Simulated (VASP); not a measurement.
Set up this calculation in VASP 6.6.1, as the native input.

| Property | Result |
| --- | --- |
| Task | single point |
| Functional | PBEsol |
| Dispersion | D4 |
| Potentials or basis | VASP PAW PBE potentials, release 64 (Ag) |
| Cutoff | 520 eV |
| k mesh | 8 × 8 × 8 |
| Occupations | methfessel-paxton, width 0.1 eV |
| Spin | non-collinear spin, zero start, spin-orbit coupling |
| Starting moments | [[0.0, 0.0, 0.0]] μB |
| Dipole correction | no |
| Further INCAR settings | ALGO = Normal; EDIFF = 1e-07; NBANDS = 22 |

The structure of Ag lies in POSCAR:

```
Ag
1.0
    0.0000000000      2.0290398554      2.0290398554
    2.0290398554      0.0000000000      2.0290398554
    2.0290398554      2.0290398554      0.0000000000
Ag
1
Direct
    0.0000000000      0.0000000000      0.0000000000
```

This cell differs from its parent crystal: volume scaled by 0.98.

These files were run (other wordings do the same):

INCAR

```
PREC     = Accurate       # precision mode
ENCUT    = 520            # plane-wave cutoff, eV
EDIFF    = 1E-7           # SCF threshold, eV
ISMEAR   = 1              # smearing method
SIGMA    = 0.1            # smearing width, eV
LREAL    = F              # projectors in reciprocal space
LASPH    = T              # aspherical terms in the spheres
NELM     = 150            # most SCF steps
ALGO     = Normal         # electronic algorithm
ISIF     = 2              # what is computed and relaxed
LWAVE    = F              # write WAVECAR
LCHARG   = F              # write CHGCAR
MAGMOM   = 0 0 0          # initial moments
LORBIT   = 11             # projections on sites
LSORBIT  = T              # spin-orbit coupling
GGA_COMPAT= F            
LORBMOM  = T            
LMAXMIX  = 4              # l up to which the mixer works
GGA      = PS             # functional
IVDW     = 13             # dispersion correction
NBANDS   = 22             # bands
```

KPOINTS

```
Automatic mesh
0
Gamma
  8 8 8
```

Potentials or basis: VASP PAW PBE potentials, release 64 (Ag).

Run with:

```bash
$ cat potpaw_PBE.64/Ag/POTCAR > POTCAR
$ mpirun -np 1 vasp_ncl > vasp.out
```

It gave:

- Pressure: -3.1 GPa
- Net moment: 0.00 μB per cell
- Valence electrons inside the program's atomic spheres: Ag 9.89
- Dispersion energy per atom: -0.337 eV

Caveat: the PAW data sets were made with another functional, which shifts forces and pressure a little.

Wall time 21 s on 1 thread of Intel(R) Xeon(R) Platinum 8259CL CPU @ 2.50GHz (Skylake/Cascade Lake), with other jobs on the host, peak memory 0.2 GiB.
